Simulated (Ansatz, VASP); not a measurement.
## Si in VASP and in Ansatz

Contents of INCAR:

```
SYSTEM = Si
PREC     = Accurate       ! precision mode
ENCUT    = 520            ! plane-wave cutoff, eV
EDIFF    = 1E-6           ! SCF threshold, eV
ISMEAR   = 1              ! smearing method
SIGMA    = 0.42           ! smearing width, eV
LREAL    = .False.        ! projectors in reciprocal space
LASPH    = .True.         ! aspherical terms in the spheres
NELM     = 80             ! most SCF steps
ALGO     = Normal         ! electronic algorithm
ISIF     = 2              ! what is computed and relaxed
LWAVE    = .False.        ! write WAVECAR
LCHARG   = .False.        ! write CHGCAR
GGA      = PE             ! functional
NBANDS   = 11             ! bands
```

Contents of KPOINTS:

```
Automatic mesh
0
Gamma
  8 8 8
  0 0 0
```

The input POSCAR:

```
Si
1.0
    0.0000000000      2.7218511865      2.7218511865
    2.7218511865      0.0000000000      2.7218511865
    2.7218511865      2.7218511865      0.0000000000
Si
2
Direct
    0.2500000000      0.2500000000      0.2500000000
    0.0000000000      0.0000000000      0.0000000000
```

Input for Ansatz:

```yaml
crystal:
  lattice:
    - [0.0, 2.7218511865, 2.7218511865]
    - [2.7218511865, 0.0, 2.7218511865]
    - [2.7218511865, 2.7218511865, 0.0]
  atoms:
    - { symbol: Si, position: [0.25, 0.25, 0.25] }
    - { symbol: Si, position: [0.0, 0.0, 0.0] }
basis:
  ecutwfc: 420
kpoints:
  mp_grid: { grid: [8, 8, 8] }
hamiltonian:
  xc: pbe
scf:
  occupations: { method: methfessel_paxton, width: 0.42 }
output:
  forces: true
  stress: true
  eigenvalues: true
```

Alike in both runs: task single point; functional PBE; k mesh 8 × 8 × 8; occupations methfessel-paxton of order 1, width 0.42 eV; no spin polarisation.

```csv
,VASP,Ansatz
version,VASP 6.6.1,Ansatz 0.2.0
potentials or method,"VASP PAW PBE potentials, release 64 (Si), cutoff 520 eV","scalar-relativistic, plane waves, PAW"
valence electrons in the cell,8,8
```

```csv
,VASP,Ansatz,Ansatz less VASP
gap on the k mesh at the Fermi level (eV),0.63,0.62,-0.003
least direct gap on the mesh (eV),2.56,2.56,-0.005
pressure (GPa),1.3,1.4,+0.08
```
